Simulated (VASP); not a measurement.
# Na (P6_3/mmc) in VASP: notebook

Runs on Na. Level: PBE. Tasks: single point.

Everything below comes from runs of VASP 6.6.1. Logs are shortened: lines on timing, memory, paths and dates and some standing lists are left out, and cuts for length are marked.

### 1 The cell of the first run

It takes space group P6_3/mmc (No. 194, hexagonal). Conventional cell: a = 2.849 Å, b = 2.849 Å, c = 9.063 Å, α = 90.00°, β = 90.00°, γ = 120.00°. Within 3.7 Å of Na (site symmetry -3m) lie 12 Na at 2.80 to 2.85 Å. Within 3.7 Å of Na (site symmetry -6m2) lie 12 Na at 2.80 to 2.85 Å.

This isn't the form of Na at room conditions, which is bcc.

### 2 Single point, PBE (15.93 Å³/atom)

POSCAR reads:

```
Na
1.0
    2.8490042364      0.0000000000      0.0000000000
   -1.4245021182      2.4673100442      0.0000000000
    0.0000000000      0.0000000000      9.0630700102
Na
4
Direct
    0.0000000000      0.0000000000      0.0000000000
    0.0000000000      0.0000000000      0.5000000000
    0.3333333333      0.6666666667      0.2500000000
    0.6666666667      0.3333333333      0.7500000000
```

INCAR.step1 reads:

```
SYSTEM = Na
PREC = Accurate
ENCUT = 520
EDIFF = 1E-6
ISMEAR = -1
SIGMA = 0.1
LREAL = .False.
LASPH = .True.
NELM = 80
ALGO = Normal
ISIF = 2
LWAVE = .False.
LCHARG = .True.
GGA = PE
NBANDS = 22
```

KPOINTS.step1 reads:

```
regular mesh
0
Gamma
  8 8 5
  0 0 0
```

INCAR.step2 reads:

```
SYSTEM = Na
PREC = Accurate
ENCUT = 520
EDIFF = 1E-6
ISMEAR = -5
SIGMA = 0.1
LREAL = .False.
LASPH = .True.
NELM = 80
ALGO = Normal
ISIF = 2
LWAVE = .False.
LCHARG = .False.
GGA = PE
LORBIT = 11
NBANDS = 22
NEDOS = 1001
ICHARG = 11
```

KPOINTS.step2 reads:

```
regular mesh
0
Gamma
  12 12 8
  0 0 0
```

Potentials or basis: VASP PAW PBE potentials, release 64 (Na_pv).

Launch:

```
$ cat potpaw_PBE.64/Na_pv/POTCAR > POTCAR
$ cp INCAR.step1 INCAR
$ cp KPOINTS.step1 KPOINTS
$ mpirun -np 1 vasp_std > vasp.out
$ cp INCAR.step2 INCAR
$ cp KPOINTS.step2 KPOINTS
$ mpirun -np 1 vasp_std > vasp.out
```

OUTCAR:

```text
SYSTEM = Na
   PREC = Accurate
   ENCUT = 520
   EDIFF = 1E-6
   ISMEAR = -5
   LREAL = .False.
   LASPH = .True.
   NELM = 80
   ISIF = 2
   GGA = PE
   LORBIT = 11
   ICHARG = 11

 ion  position               nearest neighbor table
   1  0.000  0.000  0.000-
   2  0.000  0.000  0.500-
   3  0.333  0.667  0.250-
   4  0.667  0.333  0.750-

  LATTYP: Found a hexagonal cell.
 ALAT       =     2.8490042364
 C/A-ratio  =     3.1811360244

  Lattice vectors:

 A1 = (   2.8490042364,   0.0000000000,   0.0000000000)
 A2 = (  -1.4245021182,   2.4673100442,   0.0000000000)
 A3 = (   0.0000000000,   0.0000000000,   9.0630700102)

Analysis of symmetry for initial positions (statically):
=====================================================================
 Subroutine PRICEL returns:
 Original cell was already a primitive cell.

 Routine SETGRP: Setting up the symmetry group for a
 hexagonal supercell.

 Subroutine GETGRP returns: Found 24 space group operations
 (whereof 12 operations were pure point group operations)
 out of a pool of 24 trial point group operations.

The static configuration has the point symmetry D_3d.
 The point group associated with its full space group is D_6h.

Analysis of symmetry for dynamics (positions and initial velocities):
=====================================================================
 Subroutine PRICEL returns:
 Original cell was already a primitive cell.

 Routine SETGRP: Setting up the symmetry group for a
 hexagonal supercell.

 Subroutine GETGRP returns: Found 24 space group operations
 (whereof 12 operations were pure point group operations)
 out of a pool of 24 trial point group operations.

The dynamic configuration has the point symmetry D_3d.
 The point group associated with its full space group is D_6h.

 Subroutine INISYM returns: Found 24 space group operations
 (whereof 12 operations are pure point group operations),
 and found     1 'primitive' translations

----------------------------------------------------------------------------------------

                                     Primitive cell

  volume of cell :      63.7077

  direct lattice vectors                    reciprocal lattice vectors
     2.849004236  0.000000000  0.000000000     0.350999829  0.202649846  0.000000000
    -1.424502118  2.467310044  0.000000000     0.000000000  0.405299692  0.000000000
     0.000000000  0.000000000  9.063070010     0.000000000  0.000000000  0.110337888
[... 91 lines left out ...]
   LREAL  =      F    real-space projection
[... 7 lines left out ...]
   TEBEG  =    0.0;   TEEND  =   0.0 temperature during run
   PSTRESS=    0.0 pullay stress
   NELECT =      28.0000    total number of electrons
   NUPDOWN=      -1.0000    fix difference up-down
   EMIN   =  10.00;   EMAX   =-10.00  energy-range for DOS
   EFERMI =   0.00;   METHOD = LEGACY
   ISMEAR =    -5;   SIGMA  =   0.10  broadening in eV -4-tet -1-fermi 0-gaus
   EFERMI_NEDOS =   21; number of points for ismear=-14 and -15
   IALGO  =     38    algorithm
   IMIX   =      4    mixing-type and parameters
     AMIX     =   0.40;   BMIX     =  1.00
     AMIX_MAG =   1.60;   BMIX_MAG =  1.00
  volume/ion in A,a.u.               =      15.93       107.48
  Fermi-wavevector in a.u.,A,eV,Ry     =   1.244696  2.352135 21.079088  1.549269
  Thomas-Fermi vector in A             =   2.378952
   LORBIT       =     11    0 simple, 1 ext, 2 COOP (PROOUT), +10 PAW based schemes
   GGA     = PE    functional components
   LHFCALC =     F    Hartree Fock is set to
   AEXX    =    0.0000 exact exchange contribution
   IVDW    =     0    specifies the selected vdW correction
   LEPSILON=     F    determine dielectric tensor
   LRPA    =     F    only Hartree local field effects (RPA)
 non-spin polarized calculation
 Fermi weights with tetrahedron method with Bloechl corrections
  energy-cutoff  :      520.00
  volume of cell :       63.71
 maximum number of plane-waves:      1730
 NGX is ok and might be reduce to    24

 number of electron      28.0000022 magnetization

 Free energy of the ion-electron system (eV)
  ---------------------------------------------------
  ext. energy  EPLUGINS =         0.00000000
  ---------------------------------------------------
  free energy    TOTEN  =        -1.01949614 eV

  energy without entropy =       -1.01949614  energy(sigma->0) =       -1.01949614

 E-fermi :   4.4287     XC(G=0):  -9.2244

 val. band max:        4.6586581542   @ k =   0.5000  -0.0000   0.1250
 cond. band min:       4.3713197514   @ k =   0.2500  -0.0000   0.5000
 fundamental gap:     -0.2873384028
 Fermi energy:         4.4287243641

 k-point     1 :       0.0000    0.0000    0.0000
  band No.  band energies     occupation
      1     -21.1865      2.00000
      2     -20.9312      2.00000
      3     -20.9295      2.00000
      4     -20.7299      2.00000
      5     -20.7299      2.00000
      6     -20.6978      2.00000
[... 589 lines left out ...]
     21      13.7200      0.00000
     22      13.9545      0.00000

 [... further k-points ...]

------------------------ aborting loop because EDIFF is reached ----------------------------------------

  FORCE on cell =-STRESS in cart. coord.  units (eV):
  Direction    XX          YY          ZZ          XY          YZ          ZX
  --------------------------------------------------------------------------------------
  -------------------------------------------------------------------------------------
  Total       12.6379762     12.6379762     12.7926716      0.0000000      0.0000000      0.0000000
  in kB      317.8307834    317.8307834    321.7211985      0.0000000      0.0000000      0.0000000
  external PRESSURE =     319.1275885 kB  Pullay stress =       0.0000000 kB

 VOLUME and BASIS-vectors are now :
 -----------------------------------------------------------------------------
  energy-cutoff  :      520.00
  volume of cell :       63.71
      direct lattice vectors                 reciprocal lattice vectors
     2.849004236  0.000000000  0.000000000     0.350999829  0.202649846  0.000000000
    -1.424502118  2.467310044  0.000000000     0.000000000  0.405299692  0.000000000
     0.000000000  0.000000000  9.063070010     0.000000000  0.000000000  0.110337888

 POSITION                                       TOTAL-FORCE (eV/Angst)
 -----------------------------------------------------------------------------------
      0.00000      0.00000      0.00000         0.000000      0.000000      0.000000
      0.00000      0.00000      4.53154         0.000000      0.000000      0.000000
     -0.00000      1.64487      2.26577         0.000000     -0.000000      0.000000
      1.42450      0.82244      6.79730        -0.000000      0.000000      0.000000
 -----------------------------------------------------------------------------------
    total drift:                               -0.000000      0.000000      0.000000

  FREE ENERGIE OF THE ION-ELECTRON SYSTEM (eV)
  ---------------------------------------------------
  free  energy   TOTEN  =        -1.0194961429 eV

  energy  without entropy=       -1.0194961429  energy(sigma->0) =       -1.01949614

 total charge

# of ion       s       p       d       tot
------------------------------------------
    1        0.202   6.025   0.000   6.227
    2        0.202   6.025   0.000   6.227
    3        0.203   6.025   0.000   6.228
    4        0.203   6.025   0.000   6.228
--------------------------------------------------
tot          0.809  24.101   0.000  24.909
```

OUTCAR.step1:

```text
SYSTEM = Na
   PREC = Accurate
   ENCUT = 520
   EDIFF = 1E-6
   ISMEAR = -1
   LREAL = .False.
   LASPH = .True.
[... 831 lines left out ...]
      0.00000      0.00000      4.53154         0.000000      0.000000      0.000000
     -0.00000      1.64487      2.26577         0.000000     -0.000000     -0.000000
      1.42450      0.82244      6.79730        -0.000000      0.000000     -0.000000
 -----------------------------------------------------------------------------------
    total drift:                               -0.000000      0.000000      0.000000

  FREE ENERGIE OF THE ION-ELECTRON SYSTEM (eV)
  ---------------------------------------------------
  free  energy   TOTEN  =        -1.0433621915 eV

  energy  without entropy=       -1.0114773270  energy(sigma->0) =       -1.02741976
```

It took 2.7 min on 1 thread of Intel Xeon 8259CL, shared host; peak memory 0.23 GiB.

Results:

- Valence electrons inside the program's atomic spheres: Na 6.23

Caveat: tetrahedron occupations give inexact forces and stress in metals.

### 3 Single point, PBE (28.89 Å³/atom)

This run uses another cell than the first one, of 28.89 Å³/atom.

POSCAR reads:

```
Na
1.0
    3.4745759617      0.0000000000      0.0000000000
   -1.7372879809      3.0090710502      0.0000000000
    0.0000000000      0.0000000000     11.0530987613
Na
4
Direct
    0.0000000000      0.0000000000      0.0000000000
    0.0000000000      0.0000000000      0.5000000000
    0.3333333333      0.6666666667      0.2500000000
    0.6666666667      0.3333333333      0.7500000000
```

INCAR.step1 reads:

```
PREC = Accurate
ENCUT = 520
EDIFF = 1E-7
ISMEAR = -1
SIGMA = 0.1
LREAL = False
LASPH = True
NELM = 100
ALGO = Normal
ISIF = 2
LWAVE = False
LCHARG = True
GGA = PE
NBANDS = 22
```

KPOINTS.step1 reads:

```
Automatic mesh
0
Gamma
  8 8 5
```

INCAR.step2 reads:

```
PREC = Accurate
ENCUT = 520
EDIFF = 1E-7
ISMEAR = -5
SIGMA = 0.1
LREAL = False
LASPH = True
NELM = 100
ALGO = Normal
ISIF = 2
LWAVE = False
LCHARG = False
GGA = PE
LORBIT = 10
NBANDS = 22
NEDOS = 2001
ICHARG = 11
```

KPOINTS.step2 reads:

```
Automatic mesh
0
Gamma
  12 12 8
```

Potentials or basis: VASP PAW PBE potentials, release 64 (Na_pv).

Launch:

```
$ cat potpaw_PBE.64/Na_pv/POTCAR > POTCAR
$ cp INCAR.step1 INCAR
$ cp KPOINTS.step1 KPOINTS
$ mpirun -np 1 vasp_std > vasp.out
$ cp INCAR.step2 INCAR
$ cp KPOINTS.step2 KPOINTS
$ mpirun -np 1 vasp_std > vasp.out
```

It took 5.8 min on 1 thread of Intel Xeon 8259CL, shared host; peak memory 0.33 GiB.

Results (log left out):

```
Valence electrons inside the program's atomic spheres : Na 6.09
```

Levels at points of the mesh, in eV from the Fermi level:
```csv
k point,band 10,band 11,band 12,band 13,band 14,band 15,band 16,band 17,band 18,band 19
"(0.00, 0.00, 0.00)",-24.77,-24.77,-24.77,-3.86,-2.59,-2.59,0.72,1.39,6.72,6.73
"(0.50, 0.00, 0.00)",-24.79,-24.78,-24.78,0.20,0.32,1.15,1.31,1.68,1.81,4.37
"(0.00, 0.00, 0.50)",-24.77,-24.77,-24.77,-3.54,-3.54,-1.06,-1.06,3.67,3.67,10.15
"(0.50, 0.00, 0.50)",-24.79,-24.78,-24.78,0.43,0.43,0.70,0.70,2.82,2.82,3.04
```

Caveat: tetrahedron occupations give inexact forces and stress in metals.
